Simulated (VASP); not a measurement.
# Ni (Fm-3m) in VASP: a series of runs, part 2 of 2

VASP 6.6.1. Earlier steps stand in the parts before.

## 3. Single point, r2SCAN, collinear spin, ferromagnetic start

Input file POSCAR:

```
Ni
1.0
    0.0000000000      1.7683500000      1.7683500000
    1.7683500000      0.0000000000      1.7683500000
    3.5367000000      3.5367000000      0.0000000000
Ni
2
Direct
    0.0000000000      0.0000000000      0.0000000000
    0.0000000000      0.0000000000      0.5000000000
```

Input file INCAR.step1:

```
SYSTEM = Ni
PREC     = Accurate       ! precision mode
ENCUT    = 520            ! plane-wave cutoff, eV
ISMEAR   = 0              ! smearing method
SIGMA    = 0.1            ! smearing width, eV
LREAL    = .False.        ! projectors in reciprocal space
LASPH    = .True.         ! aspherical terms in the spheres
NELM     = 150            ! most SCF steps
ISPIN    = 2              ! spin polarisation
MAGMOM   = 2 2            ! initial moments
LMAXMIX  = 4              ! l up to which the mixer works
NBANDS   = 21             ! bands
GGA      = PE             ! functional
ALGO     = Normal         ! electronic algorithm
EDIFF    = 1E-4           ! SCF threshold, eV
LWAVE    = .True.         ! write WAVECAR
LCHARG   = .False.        ! write CHGCAR
```

Input file INCAR.step2:

```
SYSTEM = Ni
PREC     = Accurate       ! precision mode
ENCUT    = 520            ! plane-wave cutoff, eV
EDIFF    = 1E-7           ! SCF threshold, eV
ISMEAR   = 0              ! smearing method
SIGMA    = 0.1            ! smearing width, eV
LREAL    = .False.        ! projectors in reciprocal space
LASPH    = .True.         ! aspherical terms in the spheres
NELM     = 150            ! most SCF steps
ALGO     = Normal         ! electronic algorithm
ISIF     = 2              ! what is computed and relaxed
LWAVE    = .False.        ! write WAVECAR
LCHARG   = .False.        ! write CHGCAR
ISPIN    = 2              ! spin polarisation
MAGMOM   = 2 2            ! initial moments
LORBIT   = 11             ! projections on sites
LMAXMIX  = 4              ! l up to which the mixer works
METAGGA  = R2SCAN         ! meta-GGA
LMIXTAU  = .True.       
NBANDS   = 21             ! bands
ISTART   = 1
```

Input file KPOINTS:

```
regular mesh
0
Gamma
  14 14 7
  0 0 0
```

Potentials or basis: VASP PAW PBE potentials, release 64 (Ni).

Run with:

```
$ cat potpaw_PBE.64/Ni/POTCAR > POTCAR
$ cp INCAR.step1 INCAR
$ mpirun -np 1 vasp_std > vasp.out
$ cp INCAR.step2 INCAR
$ mpirun -np 1 vasp_std > vasp.out
```

OUTCAR:

```text
SYSTEM = Ni
   PREC = Accurate
   ENCUT = 520
   EDIFF = 1E-7
   ISMEAR = 0
   LREAL = .False.
   LASPH = .True.
   NELM = 150
   ISIF = 2
   ISPIN = 2
   LORBIT = 11
   METAGGA = R2SCAN
   ISTART = 1

 ion  position               nearest neighbor table
   1  0.000  0.000  0.000-   2 2.50   2 2.50   2 2.50   2 2.50   2 2.50   2 2.50
   2  0.000  0.000  0.500-   1 2.50   1 2.50   1 2.50   1 2.50   1 2.50   1 2.50

  LATTYP: Found a trigonal (rhomboedric) cell.
 ALAT       =     4.3315551867
 COS(alpha) =     0.8333333333

  Lattice vectors:

 A1 = (   3.5367000000,   1.7683500000,  -1.7683500000)
 A2 = (   1.7683500000,   1.7683500000,  -3.5367000000)
 A3 = (   1.7683500000,   3.5367000000,  -1.7683500000)

Analysis of symmetry for initial positions (statically):
=====================================================================
 Subroutine PRICEL returns following result:

  LATTYP: Found a face centered cubic cell.
 ALAT       =     3.5367000000
[... 12 lines left out ...]
 Subroutine GETGRP returns: Found 12 space group operations
 (whereof 12 operations were pure point group operations)
 out of a pool of 12 trial point group operations.

The static configuration has the point symmetry D_3d.

Analysis of symmetry for dynamics (positions and initial velocities):
=====================================================================
 Subroutine PRICEL returns following result:

  LATTYP: Found a face centered cubic cell.
 ALAT       =     3.5367000000
[... 12 lines left out ...]
 Subroutine GETGRP returns: Found 12 space group operations
 (whereof 12 operations were pure point group operations)
 out of a pool of 12 trial point group operations.

The dynamic configuration has the point symmetry D_3d.

Analysis of structural, dynamic, and magnetic symmetry:
=====================================================================
 Subroutine PRICEL returns following result:

  LATTYP: Found a face centered cubic cell.
 ALAT       =     3.5367000000
[... 12 lines left out ...]
 Subroutine GETGRP returns: Found 12 space group operations
 (whereof 12 operations were pure point group operations)
[... 155 lines left out ...]
   NGX =  9   NGY =  9   NGZ = 19

 number of electron      20.0000019 magnetization       1.5045287

 Free energy of the ion-electron system (eV)
  ---------------------------------------------------
  ext. energy  EPLUGINS =         0.00000000
  ---------------------------------------------------
  free energy    TOTEN  =       -23.86182078 eV

  energy without entropy =      -23.84854121  energy(sigma->0) =      -23.85518099

 E-fermi :   9.1123     XC(G=0): -14.2756

 val. band max:        9.0649634562   @ k =  -0.1429   0.0000   0.2857
 cond. band min:       9.1272670837   @ k =   0.3571   0.1429   0.1429
 fundamental gap:      0.0623036275
 Fermi energy:         9.1123310126

 spin component 1

 k-point     1 :       0.0000    0.0000    0.0000
  band No.  band energies     occupation
      1      -0.1921      1.00000
      2       3.8856      1.00000
      3       6.1625      1.00000
      4       6.1625      1.00000
      5       6.1625      1.00000
      6       6.2513      1.00000
[... 565 lines left out ...]
     20      36.4132      0.00000
     21      39.3040      0.00000

 [... further k-points ...]

 spin component 2

 k-point     1 :       0.0000    0.0000    0.0000
  band No.  band energies     occupation
      1      -0.4590      1.00000
      2       4.5907      1.00000
      3       7.1987      1.00000
      4       7.1988      1.00000
      5       7.5504      1.00000
      6       7.5504      1.00000
[... 565 lines left out ...]
     20      36.5522      0.00000
     21      39.4993      0.00000

 [... further k-points ...]
[... 5 lines left out ...]
  --------------------------------------------------------------------------------------
  -------------------------------------------------------------------------------------
  Total       -1.2624109     -1.2624109     -1.2624109     -0.0001059      0.0001059      0.0001059
  in kB      -91.4421978    -91.4421978    -91.4421978     -0.0076741      0.0076741      0.0076741
  external PRESSURE =     -91.4421978 kB  Pullay stress =       0.0000000 kB

 VOLUME and BASIS-vectors are now :
 -----------------------------------------------------------------------------
  energy-cutoff  :      520.00
  volume of cell :       22.12
      direct lattice vectors                 reciprocal lattice vectors
     0.000000000  1.768350000  1.768350000    -0.282749456  0.282749456  0.282749456
     1.768350000  0.000000000  1.768350000     0.282749456 -0.282749456  0.282749456
     3.536700000  3.536700000  0.000000000     0.141374728  0.141374728 -0.141374728

 POSITION                                       TOTAL-FORCE (eV/Angst)
 -----------------------------------------------------------------------------------
      0.00000      0.00000      0.00000        -0.000000     -0.000000      0.000000
      1.76835      1.76835      0.00000         0.000000      0.000000     -0.000000
 -----------------------------------------------------------------------------------
    total drift:                               -0.000000     -0.000000      0.000000

  FREE ENERGIE OF THE ION-ELECTRON SYSTEM (eV)
  ---------------------------------------------------
  free  energy   TOTEN  =       -23.8618207839 eV

  energy  without entropy=      -23.8485412053  energy(sigma->0) =      -23.85518099

 total charge

# of ion       s       p       d       tot
------------------------------------------
    1        0.508   0.504   8.303   9.315
    2        0.508   0.504   8.303   9.315
--------------------------------------------------
tot          1.016   1.009  16.606  18.631

 magnetization (x)

# of ion       s       p       d       tot
------------------------------------------
    1       -0.009  -0.044   0.832   0.779
    2       -0.009  -0.044   0.832   0.779
--------------------------------------------------
tot         -0.019  -0.088   1.664   1.558
```

OUTCAR.step1:

```text
SYSTEM = Ni
   PREC = Accurate
   ENCUT = 520
   ISMEAR = 0
   LREAL = .False.
   LASPH = .True.
[... 1442 lines left out ...]
      0.00000      0.00000      0.00000         0.000000      0.000000      0.000000
      1.76835      1.76835      0.00000         0.000000      0.000000     -0.000000
 -----------------------------------------------------------------------------------
    total drift:                               -0.000000     -0.000000      0.000000

  FREE ENERGIE OF THE ION-ELECTRON SYSTEM (eV)
  ---------------------------------------------------
  free  energy   TOTEN  =       -10.9400482108 eV

  energy  without entropy=      -10.9193290963  energy(sigma->0) =      -10.92968865
```

It took 16 min on 1 thread of Intel Xeon 8259CL, shared host; peak memory 0.23 GiB.

Results:

* Free energy: -23.8618 eV
* Pressure: -9.1 GPa
* Net moment: 1.50 μB per cell
* Site moments: Ni +0.78 μB
* Valence electrons inside the program's atomic spheres: Ni 9.31

Levels at points of the mesh, in eV from the Fermi level:
Spin up:
```
           k point  band 9  band 10  band 11  band 12  band 13  band 14
(0.00, 0.00, 0.00)   -1.68    -1.11    -1.11    -0.39     5.49    22.83
(0.50, 0.00, 0.00)   -1.05    -0.98    -0.39     2.45     5.49     9.17
```
Spin down:
```csv
k point,band 6,band 7,band 8,band 9,band 10,band 11,band 12,band 13
"(0.00, 0.00, 0.00)",-1.56,-1.56,-0.90,-0.90,-0.62,0.18,0.18,6.21
"(0.50, 0.00, 0.00)",-0.62,-0.18,0.17,0.18,0.55,0.55,2.19,6.21
```

Caveat: the cell stands under tension; the PAW data sets were made with another functional, which shifts forces and pressure a little.

## 4. Single point, r2SCAN, collinear spin

POSCAR is that of step 3.

Input file INCAR.step1:

```
SYSTEM = Ni
  PREC = Accurate
  ENCUT = 520
  ISMEAR = 0
  SIGMA = 0.1
  LREAL = .False.
  LASPH = .True.
  NELM = 150
  ISPIN = 2
  MAGMOM = 2 0
  LMAXMIX = 4
  NBANDS = 21
  GGA = PE
  ALGO = Normal
  EDIFF = 1E-4
  LWAVE = .True.
  LCHARG = .False.
```

Input file INCAR.step2:

```
SYSTEM = Ni
  PREC = Accurate
  ENCUT = 520
  EDIFF = 1E-6
  ISMEAR = 0
  SIGMA = 0.1
  LREAL = .False.
  LASPH = .True.
  NELM = 150
  ALGO = Normal
  ISIF = 2
  LWAVE = .False.
  LCHARG = .True.
  ISPIN = 2
  MAGMOM = 2 0
  LORBIT = 11
  LMAXMIX = 4
  METAGGA = R2SCAN
  LMIXTAU = .True.
  LELF = .True.
  LVHAR = .True.
  NBANDS = 21
  ISTART = 1
```

KPOINTS is that of step 3.

Run with:

```
$ cat potpaw_PBE.64/Ni/POTCAR > POTCAR
$ cp INCAR.step1 INCAR
$ mpirun -np 1 vasp_std > vasp.out
$ cp INCAR.step2 INCAR
$ mpirun -np 1 vasp_std > vasp.out
```

It took 9.6 min on 1 thread of Intel Xeon 8259CL, shared host; peak memory 0.23 GiB.

The run converged. Its results:

```
Free energy                                           : -23.8618 eV
Pressure                                              : -9.2 GPa
Net moment                                            : 1.50 μB per cell
Site moments                                          : Ni +0.78 μB
Valence electrons inside the program's atomic spheres : Ni 9.31
```

Levels at points of the mesh, in eV from the Fermi level:
Spin up:
```
           k point  band 8  band 9  band 10  band 11  band 12  band 13  band 14  band 15
(0.00, 0.00, 0.00)   -1.68   -1.68    -1.11    -1.11    -0.39     5.49    22.83    24.38
(0.50, 0.00, 0.00)   -1.05   -1.05    -0.98    -0.39     2.45     5.49     9.17    15.23
```
Spin down:
| k point | band 6 | band 7 | band 8 | band 9 | band 10 | band 11 | band 12 | band 13 |
| --- | --- | --- | --- | --- | --- | --- | --- | --- |
| (0.00, 0.00, 0.00) | -1.56 | -1.56 | -0.90 | -0.90 | -0.62 | 0.18 | 0.18 | 6.21 |
| (0.50, 0.00, 0.00) | -0.62 | -0.18 | 0.17 | 0.18 | 0.55 | 0.55 | 2.19 | 6.21 |

Caveat: the cell stands under tension; the PAW data sets were made with another functional, which shifts forces and pressure a little.

## 5. Overview

| spin | gap on the mesh (eV) | pressure (GPa) | moment (μB) |
| --- | --- | --- | --- |
| collinear, antiferromagnetic start | none | -9.5 | 0.00 |
| collinear, ferromagnetic start | none | -9.1 | 1.50 |
| collinear | none | -9.2 | 1.50 |

Alike in all rows: task single point; level r2SCAN; potentials or basis VASP PAW PBE potentials, release 64 (Ni); cell as given; k mesh 14 × 14 × 7; cutoff (eV) 520; smearing gaussian 0.1 eV.

Caveats: the cell stands under tension; the PAW data sets were made with another functional, which shifts forces and pressure a little; the antiferromagnetic order is the one typed at the start, and another may lie lower (at least some runs).

Absolute energies hang on the potentials; compare differences alone.

The gap in the log of VASP goes by the Fermi energy; the results here count the filled bands.